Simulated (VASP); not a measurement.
# B in VASP: notebook

The runs below take B through single point, relaxation of cell and atoms, with PBE.

All numbers are computed with VASP 6.6.1; they aren't measurements. Logs are shortened: lines on timing, memory, paths and dates and some standing lists are left out, and cuts for length are marked.

**1. The cell of the first run**

The typed cell holds 4 atoms: a = 3.583 Å, b = 3.583 Å, c = 3.583 Å, α = 130.43°, β = 114.68°, γ = 86.21°.

The cell was built from a structure type or drawn by symmetry, and may not be a known phase.

**2. Single point, PBE**

INCAR reads:

```
PREC = Accurate
ENCUT = 520
EDIFF = 1E-7
ISMEAR = 0
SIGMA = 0.1
LREAL = F
LASPH = T
NELM = 60
ALGO = Normal
ISIF = 2
LWAVE = F
LCHARG = F
GGA = PE
NBANDS = 14
```

KPOINTS reads:

```
Automatic mesh
0
Gamma
  8 8 8
```

POSCAR reads:

```
B
1.0
   -1.5021913727      1.9335788252      2.6161077323
    1.5021913727     -1.9335788252      2.6161077323
    1.5021913727      1.9335788252     -2.6161077323
B
4
Direct
    0.8339548432      0.3340080874      0.4999467558
    0.6659386684      0.6659919126     -0.0000532442
    0.1660451568      0.6659919126      0.5000532442
    0.3340613316      0.3340080874      1.0000532442
```

Potentials or basis: VASP PAW PBE potentials, release 64 (B).

Started as:

```
$ cat potpaw_PBE.64/B/POTCAR > POTCAR
$ mpirun -np 1 vasp_std > vasp.out
```

OUTCAR:

```text
PREC = Accurate
   ENCUT = 520
   EDIFF = 1E-7
   ISMEAR = 0
   LREAL = F
   LASPH = T
   NELM = 60
   ISIF = 2
   GGA = PE

 ion  position               nearest neighbor table
   1  0.834  0.334  0.500-   3 1.74   2 1.74   2 1.74   4 1.93   4 1.93
   2  0.666  0.666  1.000-   4 1.74   1 1.74   1 1.74   3 1.93   3 1.93
   3  0.166  0.666  0.500-   1 1.74   4 1.74   4 1.74   2 1.93   2 1.93
   4  0.334  0.334  0.000-   2 1.74   3 1.74   3 1.74   1 1.93   1 1.93

  LATTYP: Found a body centered orthorhombic cell.
 ALAT       =     3.0043827454
 B/A-ratio  =     1.2871721009
 C/A-ratio  =     1.7415275975

  Lattice vectors:

 A1 = (  -1.5021913727,   1.9335788252,   2.6161077323)
 A2 = (   1.5021913727,  -1.9335788252,   2.6161077323)
 A3 = (   1.5021913727,   1.9335788252,  -2.6161077323)

Analysis of symmetry for initial positions (statically):
=====================================================================
 Subroutine PRICEL returns:
 Original cell was already a primitive cell.

 Routine SETGRP: Setting up the symmetry group for a
 body centered orthorhombic supercell.

 Subroutine GETGRP returns: Found  8 space group operations
 (whereof  4 operations were pure point group operations)
 out of a pool of  8 trial point group operations.

The static configuration has the point symmetry C_2h.
 The point group associated with its full space group is D_2h.

Analysis of symmetry for dynamics (positions and initial velocities):
=====================================================================
 Subroutine PRICEL returns:
 Original cell was already a primitive cell.

 Routine SETGRP: Setting up the symmetry group for a
 body centered orthorhombic supercell.

 Subroutine GETGRP returns: Found  8 space group operations
 (whereof  4 operations were pure point group operations)
 out of a pool of  8 trial point group operations.

The dynamic configuration has the point symmetry C_2h.
 The point group associated with its full space group is D_2h.

 Subroutine INISYM returns: Found  8 space group operations
 (whereof  4 operations are pure point group operations),
 and found     1 'primitive' translations

----------------------------------------------------------------------------------------

                                     Primitive cell

  volume of cell :      30.3950

  direct lattice vectors                    reciprocal lattice vectors
    -1.502191373  1.933578825  2.616107732     0.000000000  0.258587855  0.191123628
     1.502191373 -1.933578825  2.616107732     0.332847072  0.000000000  0.191123628
     1.502191373  1.933578825 -2.616107732     0.332847072  0.258587855  0.000000000

  length of vectors
     3.583200477  3.583200477  3.583200477     0.321552359  0.383816902  0.421491224

  position of ions in fractional coordinates (direct lattice)
     0.833954843  0.334008087  0.499946756
     0.665938668  0.665991913  0.999946756
     0.166045157  0.665991913  0.500053244
     0.334061332  0.334008087  0.000053244

  ion indices of the primitive-cell ions
   primitive index   ion index
                 1           1
                 2           2
                 3           3
                 4           4

----------------------------------------------------------------------------------------

 KPOINTS: Automatic mesh

Automatic generation of k-mesh.
 Grid dimensions read from file:
 generate k-points for:    8    8    8

 Generating k-lattice:

  Cartesian coordinates                     Fractional coordinates (reciprocal lattice)
     0.000000000  0.032323482  0.023890453     0.125000000  0.000000000  0.000000000
     0.041605884  0.000000000  0.023890453     0.000000000  0.125000000  0.000000000
     0.041605884  0.032323482  0.000000000     0.000000000  0.000000000  0.125000000

  Length of vectors
     0.040194045  0.047977113  0.052686403

  Shift w.r.t. Gamma in fractional coordinates (k-lattice)
     0.000000000  0.000000000  0.000000000

 Subroutine IBZKPT returns following result:
 ===========================================

 Found     95 irreducible k-points:

 Following reciprocal coordinates:
            Coordinates               Weight
  0.000000  0.000000  0.000000      1.000000
  0.125000  0.000000  0.000000      4.000000
  0.250000  0.000000  0.000000      4.000000
  0.375000  0.000000 -0.000000      4.000000
  0.500000  0.000000  0.000000      2.000000
  0.000000  0.125000  0.000000      4.000000
[... 16 lines left out ...]
  0.125000  0.375000  0.000000      8.000000
  0.250000  0.375000  0.000000      8.000000
 [... further k-points ...]
   k-points           NKPTS =     95   k-points in BZ     NKDIM =     95   number of bands    NBANDS=     14
   number of dos      NEDOS =    301   number of ions     NIONS =      4
   total plane-waves  NPLWV =  21952
   dimension x,y,z NGX =    28 NGY =   28 NGZ =   28
   dimension x,y,z NGXF=    56 NGYF=   56 NGZF=   56
   ions per type =               4
   NGX,Y,Z   is equivalent  to a cutoff of  12.99, 12.99, 12.99 a.u.
   NGXF,Y,Z  is equivalent  to a cutoff of  25.98, 25.98, 25.98 a.u.
 SYSTEM =  unknown system
   PREC   = accura    normal or accurate (medium, high low for compatibility)
   ISTART =      0    job   : 0-new  1-cont  2-samecut
   ICHARG =      2    charge: 1-file 2-atom 10-const
   ISPIN  =      1    spin polarized calculation?
   LNONCOLLINEAR =      F non collinear calculations
   LSORBIT =      F    spin-orbit coupling
   LASPH  =      T    aspherical Exc in radial PAW
   ENCUT  =  520.0 eV  38.22 Ry    6.18 a.u.   6.66  6.66  6.66*2*pi/ulx,y,z
   NELM   =     60;   NELMIN=  2; NELMDL= -5     # of ELM steps
   EDIFF  = 0.1E-06   stopping-criterion for ELM
   LREAL  =      F    real-space projection
   EDIFFG = 0.1E-05   stopping-criterion for IOM
   NSW    =      0    number of steps for IOM
   IBRION =     -1    ionic relax: 0-MD 1-quasi-New 2-CG
   NFREE  =      0    steps in history (QN), initial steepest desc. (CG)
   ISIF   =      2    stress and relaxation
   ISYM   =      2    0-nonsym 1-usesym 2-fastsym
   POTIM  = 0.5000    time-step for ionic-motion
   TEBEG  =    0.0;   TEEND  =   0.0 temperature during run
   PSTRESS=    0.0 pullay stress
   NELECT =      12.0000    total number of electrons
   NUPDOWN=      -1.0000    fix difference up-down
   EMIN   =  10.00;   EMAX   =-10.00  energy-range for DOS
   EFERMI =   0.00;   METHOD = LEGACY
   ISMEAR =     0;   SIGMA  =   0.10  broadening in eV -4-tet -1-fermi 0-gaus
   EFERMI_NEDOS =   21; number of points for ismear=-14 and -15
   IALGO  =     38    algorithm
   IMIX   =      4    mixing-type and parameters
     AMIX     =   0.40;   BMIX     =  1.00
     AMIX_MAG =   1.60;   BMIX_MAG =  1.00
  volume/ion in A,a.u.               =       7.60        51.28
  Fermi-wavevector in a.u.,A,eV,Ry     =   1.200976  2.269516 19.624272  1.442343
  Thomas-Fermi vector in A             =   2.336797
   LORBIT       =      0    0 simple, 1 ext, 2 COOP (PROOUT), +10 PAW based schemes
   GGA     = PE    functional components
   LHFCALC =     F    Hartree Fock is set to
   AEXX    =    0.0000 exact exchange contribution
   IVDW    =     0    specifies the selected vdW correction
   LEPSILON=     F    determine dielectric tensor
   LRPA    =     F    only Hartree local field effects (RPA)
 non-spin polarized calculation
 Gauss-broadening in eV      SIGMA  =   0.10
  energy-cutoff  :      520.00
  volume of cell :       30.40
 maximum number of plane-waves:       839
   NGX = 13   NGY = 13   NGZ = 13

 number of electron      12.0000000 magnetization

 Free energy of the ion-electron system (eV)
  ---------------------------------------------------
  ext. energy  EPLUGINS =         0.00000000
  ---------------------------------------------------
  free energy    TOTEN  =       -23.85493393 eV

  energy without entropy =      -23.85032849  energy(sigma->0) =      -23.85263121

 E-fermi :   5.5344     XC(G=0): -11.5521

 val. band max:        5.4798455211   @ k =   0.1250   0.2500   0.0000
 cond. band min:       5.5455997848   @ k =  -0.1250  -0.2500   0.1250
 fundamental gap:      0.0657542637
 Fermi energy:         5.5343823553

 k-point     1 :       0.0000    0.0000    0.0000
  band No.  band energies     occupation
      1      -9.1609      2.00000
      2       0.9824      2.00000
      3       2.9968      2.00000
      4       3.0551      2.00000
      5       3.8357      2.00000
      6       3.9637      2.00000
      7       3.9701      2.00000
      8       6.5721      0.00000
      9      11.0911      0.00000
     10      11.1064      0.00000
     11      11.2491      0.00000
     12      17.5624      0.00000
     13      18.0114      0.00000
     14      18.7054      0.00000

 k-point     2 :       0.1250    0.0000    0.0000
  band No.  band energies     occupation
      1      -8.9702      2.00000
      2      -0.3629      2.00000
      3       2.1292      2.00000
      4       3.5828      2.00000
      5       3.9201      2.00000
      6       3.9353      2.00000
      7       5.7722      0.00077
      8       6.2993      0.00000
      9      11.1455      0.00000
     10      11.5213      0.00000
     11      11.5234      0.00000
     12      16.6244      0.00000
     13      16.7842      0.00000
     14      19.6942      0.00000
[... 343 lines left out ...]
      1      -6.2591      2.00000
      2      -2.9046      2.00000
      3      -0.6249      2.00000
      4       1.3615      2.00000
      5       2.5102      2.00000
      6       3.7716      2.00000
      7       5.9145      0.00000
      8       6.4016      0.00000
      9       9.3966      0.00000
     10      16.4503      0.00000
     11      17.4699      0.00000
     12      18.9491      0.00000
     13      19.0734      0.00000
     14      19.9032      0.00000

 k-point    24 :       0.2500    0.3750    0.0000
  band No.  band energies     occupation
      1      -5.3738      2.00000
      2      -2.9611      2.00000
      3      -2.4776      2.00000
      4       0.9500      2.00000
      5       1.7451      2.00000
      6       5.3284      1.99642
      7       5.5620      0.69586
      8       8.1714      0.00000
      9      10.4598      0.00000
     10      15.6527      0.00000
     11      15.7171      0.00000
     12      18.2707      0.00000
     13      20.2593      0.00000
     14      21.2285      0.00000

 [... further k-points ...]

------------------------ aborting loop because EDIFF is reached ----------------------------------------

  FORCE on cell =-STRESS in cart. coord.  units (eV):
  Direction    XX          YY          ZZ          XY          YZ          ZX
  --------------------------------------------------------------------------------------
  -------------------------------------------------------------------------------------
  Total       -0.0637640      0.0584919     -0.0287711      0.0000000     -0.0000000      0.0000000
  in kB       -3.3611134      3.0832107     -1.5165755      0.0000000     -0.0000000      0.0000000
  external PRESSURE =      -0.5981594 kB  Pullay stress =       0.0000000 kB

 VOLUME and BASIS-vectors are now :
 -----------------------------------------------------------------------------
  energy-cutoff  :      520.00
  volume of cell :       30.40
      direct lattice vectors                 reciprocal lattice vectors
    -1.502191373  1.933578825  2.616107732     0.000000000  0.258587855  0.191123628
     1.502191373 -1.933578825  2.616107732     0.332847072  0.000000000  0.191123628
     1.502191373  1.933578825 -2.616107732     0.332847072  0.258587855  0.000000000

 POSITION                                       TOTAL-FORCE (eV/Angst)
 -----------------------------------------------------------------------------------
      0.00000      1.93337      1.74760         0.000000      0.003744     -0.001040
      1.50219      1.93337      0.86851         0.000000      0.003744      0.001040
      1.50219      0.00021      0.86851        -0.000000     -0.003744      0.001040
      0.00000      0.00021      1.74760        -0.000000     -0.003744     -0.001040
 -----------------------------------------------------------------------------------
    total drift:                                0.000000     -0.000000      0.000000

  FREE ENERGIE OF THE ION-ELECTRON SYSTEM (eV)
  ---------------------------------------------------
  free  energy   TOTEN  =       -23.8549339314 eV

  energy  without entropy=      -23.8503284929  energy(sigma->0) =      -23.85263121
```

Wall time 51 s (1 thread of AMD EPYC 7R13, shared host); peak memory 0.13 GiB.

Results:

```yaml
Free_energy: -23.8549 eV
Pressure: -0.1 GPa
Largest_force: 0.004 eV/Å
Band_gap_on_the_k_mesh: zero (bands 6 and 7 overlap by 4.99 eV)
```

Forces in eV/Å, atoms in the order of the input:
```
B    0.000  0.004 -0.001
B    0.000  0.004  0.001
B    0.000 -0.004  0.001
B    0.000 -0.004 -0.001
```

Levels at points of the mesh, in eV from the Fermi level:
```tsv
k point	band 4	band 5	band 6	band 7	band 8	band 9
(0.00, 0.00, 0.00)	-2.48	-1.70	-1.57	-1.56	1.04	5.56
(0.50, 0.00, 0.00)	-3.66	-1.15	-1.14	3.39	3.40	5.54
(0.00, 0.50, 0.00)	-4.16	-2.52	-2.43	-1.51	0.94	3.27
(0.50, 0.50, 0.00)	-6.19	-4.18	-4.18	5.01	5.01	5.94
(0.50, 0.50, 0.50)	-5.63	-4.06	3.02	3.15	3.42	4.57
```

**3. Single point, PBE**

This run uses another cell than the first one: it holds 2 atoms, not 4.

INCAR reads:

```
SYSTEM = B
ALGO = Normal
EDIFF = 1E-6
ENCUT = 520
GGA = PE
ISIF = 2
ISMEAR = 0
LASPH = .True.
LCHARG = .True.
LELF = .True.
LREAL = .False.
LVHAR = .True.
LWAVE = .False.
NBANDS = 10
NELM = 60
PREC = Accurate
SIGMA = 0.1
```

KPOINTS reads:

```
k-points
0
Gamma
  24 24 28
  0 0 0
```

POSCAR reads:

```
B
1.0
    3.0112137415      0.0000000000      0.0000000000
   -1.5056068707      2.6077875963      0.0000000000
    0.0000000000      0.0000000000      1.9354742304
B
2
Direct
    0.6666666667      0.3333333333      0.0000000000
    0.3333333333      0.6666666667      0.0000000000
```

Potentials or basis: VASP PAW PBE potentials, release 64 (B).

Started as:

```
$ cat potpaw_PBE.64/B/POTCAR > POTCAR
$ mpirun -np 1 vasp_std > vasp.out
```

Run time: 100 s. Hardware: 1 thread of AMD EPYC 7R13, shared host; peak memory 0.19 GiB.

Results (log left out):

```yaml
Free_energy: -11.9223 eV
Pressure: 0.0 GPa
Band_gap_on_the_k_mesh: zero (bands 3 and 4 overlap by 5.05 eV)
```

Levels at points of the mesh, in eV from the Fermi level:
```
           k point  band 1  band 2  band 3  band 4  band 5  band 6
(0.00, 0.00, 0.00)  -14.65   -1.58   -1.58    5.64    5.64    5.76
(0.50, 0.00, 0.00)  -11.02   -9.72   -4.08    3.38   14.68   14.70
(0.00, 0.00, 0.50)   -7.68   -5.61    3.12    3.12    4.64   11.22
(0.50, 0.00, 0.50)   -4.50   -2.50   -2.42   -1.48    1.00   11.98
```

**4. Relaxation of cell and atoms, PBE**

This run uses another cell than the first one: it holds 2 atoms, not 4.

INCAR reads:

```
SYSTEM = B
ALGO = Normal ; EDIFF = 1E-6
EDIFFG = -0.01 ; ENCUT = 600
GGA = PE ; IBRION = 2
ISIF = 3 ; ISMEAR = 0
LASPH = .True. ; LCHARG = .False.
LREAL = .False. ; LWAVE = .False.
NELM = 60 ; NSW = 100
PREC = Accurate ; SIGMA = 0.1
```

KPOINTS is that of step 3.

POSCAR reads:

```
B
1.0
    3.0105512922      0.0000000000      0.0000000000
   -1.5052756461      2.6072138984      0.0000000000
    0.0000000000      0.0000000000      1.9335788252
B
2
Direct
    0.6666666667      0.3333333333      0.0000000000
    0.3333333333      0.6666666667      0.0000000000
```

Started as:

```
$ cat potpaw_PBE.64/B/POTCAR > POTCAR
$ mpirun -np 1 vasp_std > vasp.out
```

Run time: 1.7 min. Hardware: 1 thread of AMD EPYC 7R13, shared host; peak memory 0.18 GiB.

Results (log left out):

```yaml
Free_energy: -11.9240 eV
Relaxed_volume: 7.60 Å³/atom
Relaxed_cell: a = 3.012 Å, b = 3.012 Å, c = 1.935 Å, α = 90.00°, β = 90.00°, γ = 120.00°
Space_group_after_relaxing_to_0.1_Å: P6/mmm (No. 191)
Energy_gained_by_relaxing: 0.0 meV/atom
Ionic_steps: 2
Pressure_after_relaxing: -0.1 GPa
Band_gap_on_the_k_mesh: zero (bands 3 and 4 overlap by 5.04 eV)
```

Stress tensor (GPa, compression positive):
```
-0.14  0.00  0.00
 0.00 -0.14  0.00
 0.00  0.00  0.05
```

Final structure:
```cif
data_structure
_symmetry_space_group_name_H-M 'P 1'
_symmetry_Int_Tables_number 1
_cell_length_a 3.0120
_cell_length_b 3.0120
_cell_length_c 1.9348
_cell_angle_alpha 90.000
_cell_angle_beta 90.000
_cell_angle_gamma 120.000
_cell_volume 15.20
loop_
_atom_site_label
_atom_site_type_symbol
_atom_site_fract_x
_atom_site_fract_y
_atom_site_fract_z
_atom_site_occupancy
B1 B 0.66667 0.33333 0.00000 1
B2 B 0.33333 0.66667 0.00000 1
```

Levels at points of the mesh, in eV from the Fermi level:
| k point | band 1 | band 2 | band 3 | band 4 | band 5 | band 6 | band 7 |
| --- | --- | --- | --- | --- | --- | --- | --- |
| (0.00, 0.00, 0.00) | -14.65 | -1.59 | -1.59 | 5.62 | 5.62 | 5.74 | 12.48 |
| (0.50, 0.00, 0.00) | -11.02 | -9.72 | -4.08 | 3.37 | 14.66 | 14.72 | 14.98 |
| (0.00, 0.00, 0.50) | -7.68 | -5.61 | 3.12 | 3.12 | 4.62 | 11.22 | 11.22 |
| (0.50, 0.00, 0.50) | -4.51 | -2.50 | -2.42 | -1.49 | 1.00 | 11.98 | 13.11 |

**5. Summary**

| task | cell | k mesh | cutoff (eV) | gap on the mesh (eV) | pressure (GPa) |
| --- | --- | --- | --- | --- | --- |
| single point | a = 3.583 Å, angles 130.4, 114.7, 86.2°, 4 atoms, atomic positions A | 8 × 8 × 8 | 520 | none | -0.1 |
| single point | a = 3.011, b = 3.011, c = 1.935 Å, angles 90.0, 90.0, 120.0°, 2 atoms, atomic positions B | 24 × 24 × 28 | 520 | none | 0.0 |
| relaxation of cell and atoms | relaxed from a = 3.011, b = 3.011, c = 1.934 Å, angles 90.0, 90.0, 120.0°, 2 atoms, atomic positions B | 24 × 24 × 28 | 600 | none | -0.1 |

Alike in all rows: level PBE; potentials or basis VASP PAW PBE potentials, release 64 (B); no spin polarisation; smearing gaussian 0.1 eV.

Total energies depend on the potentials used, so only differences within one code and one set of settings carry meaning.
